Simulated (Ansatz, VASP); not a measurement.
AlGa3N4 in VASP and in Ansatz

```
CELL_PARAMETERS angstrom
0.00000 -3.16498 0.00000
0.00359 0.00000 -5.47849
10.28560 0.00000 -1.36938
ATOMIC_POSITIONS crystal
Al 0.50000 0.12123 0.84565
Al 0.50000 0.24623 0.34565
Ga 0.50000 0.64135 0.09491
Ga 0.50000 0.51635 0.59491
Ga 0.00000 0.14473 0.09486
Ga 0.00000 0.01973 0.59486
Ga 0.00000 0.74750 0.34528
Ga 0.00000 0.62250 0.84528
N 0.50000 0.43361 0.90518
N 0.50000 0.55861 0.40518
N 0.00000 0.94758 0.90417
N 0.00000 0.07258 0.40417
N 0.00000 0.79489 0.15557
N 0.00000 0.66989 0.65557
N 0.50000 0.29246 0.16097
N 0.50000 0.16746 0.66097
```

Alike in both runs: task single point; functional PBEsol; k mesh 8 × 5 × 3; occupations gaussian, width 0.05 eV; no spin polarisation.

|  | VASP | Ansatz |
| --- | --- | --- |
| version | VASP 6.6.1 | Ansatz 0.2.0 |
| potentials or method | VASP PAW PBE potentials, release 64 (Al, Ga_d, N), cutoff 520 eV | scalar-relativistic, plane waves, PAW |
| valence electrons in the cell | 124 | 124 |

|  | VASP | Ansatz | Ansatz less VASP |
| --- | --- | --- | --- |
| gap on the k mesh at the Fermi level (eV) | 1.48 | 1.46 | -0.014 |
| least direct gap on the mesh (eV) | 1.49 | 1.48 | -0.014 |
| pressure (GPa) | -1.0 | -0.9 | +0.14 |
| traceless stress, the component that is largest in VASP (GPa) | 5.87 | 5.86 | -0.011 |
| rms of the force components (eV/Å) | 0.378 | 0.380 | +0.0020 |

VASP's potentials were made for PBE, not for PBEsol. Atom by atom the forces differ by 0.008 eV/Å (rms over components). The functional is the same, so the differences come from potentials, cutoffs and numerics.
